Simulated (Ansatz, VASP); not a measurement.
Two plane-wave programs on Cu

The input POSCAR:

```
Cu
1.0
    2.4998479218      0.0000000000      0.0000000000
   -1.2499239609      2.1649318059      0.0000000000
    0.0000000000      0.0000000000      4.0569889027
Cu
2
Direct
    0.6666666667      0.3333333333      0.7500000000
    0.3333333333      0.6666666667      0.2500000000
```

INCAR.step1

```
PREC = Accurate ; ENCUT = 520
EDIFF = 1E-5 ; ISMEAR = -1
SIGMA = 0.05 ; LREAL = F
LASPH = T ; NELM = 60
ALGO = Normal ; ISIF = 2
LWAVE = T ; LCHARG = F
NBANDS = 18 ; GGA = PE
```

The input INCAR.step2:

```
PREC = Accurate ; ENCUT = 520
EDIFF = 1E-6 ; ISMEAR = -1
SIGMA = 0.05 ; LREAL = F
LASPH = T ; NELM = 60
ALGO = Normal ; ISIF = 2
LWAVE = F ; LCHARG = F
GGA = PE ; LHFCALC = T
AEXX = 0.25 ; PRECFOCK = Normal
NBANDS = 18 ; ISTART = 1
```

File KPOINTS:

```
Automatic mesh
0
Gamma
  6 6 4
```

The input input.yaml:

```yaml
crystal:
  lattice:
    - [2.4998479218, 0.0, 0.0]
    - [-1.2499239609, 2.1649318059, 0.0]
    - [0.0, 0.0, 4.0569889027]
  atoms:
    - { symbol: Cu, position: [0.6666666667, 0.3333333333, 0.75] }
    - { symbol: Cu, position: [0.3333333333, 0.6666666667, 0.25] }
hamiltonian:
  xc: pbe0
  pseudopotentials: { kind: paw }
kpoints:
  mp_grid: { grid: [6, 6, 4] }
scf:
  occupations: { method: fermi_dirac, width: 0.05 }
output:
  forces: true
  stress: true
  eigenvalues: true
```

Alike in both runs: task single point; functional PBE0; k mesh 6 × 6 × 4; occupations fermi-dirac, width 0.05 eV; no spin polarisation.

|  | VASP | Ansatz |
| --- | --- | --- |
| version | VASP 6.6.1 | Ansatz 0.2.0 |
| potentials or method | VASP PAW PBE potentials, release 64 (Cu) | Ansatz PAW |
| plane-wave cutoff (eV) | 520 | 420 |
| valence electrons in the cell | 22 | 38 |

|  | VASP | Ansatz | Ansatz less VASP |
| --- | --- | --- | --- |
| gap on the k mesh at the Fermi level (eV) | none | none | - |
| pressure (GPa) | 15.7 | 15.6 | -0.04 |
| traceless stress, the component that is largest in VASP (GPa) | -2.01 | -1.98 | +0.032 |

A gap of «none» marks a metal or a gap that the smearing closes. The functional is the same, so the differences come from potentials, cutoffs and numerics. VASP's potentials hold 22 valence electrons a cell and Ansatz's 38, so a difference there can come from the potentials and not from the codes.

The k mesh is coarse, so the values compare programs but aren't converged.
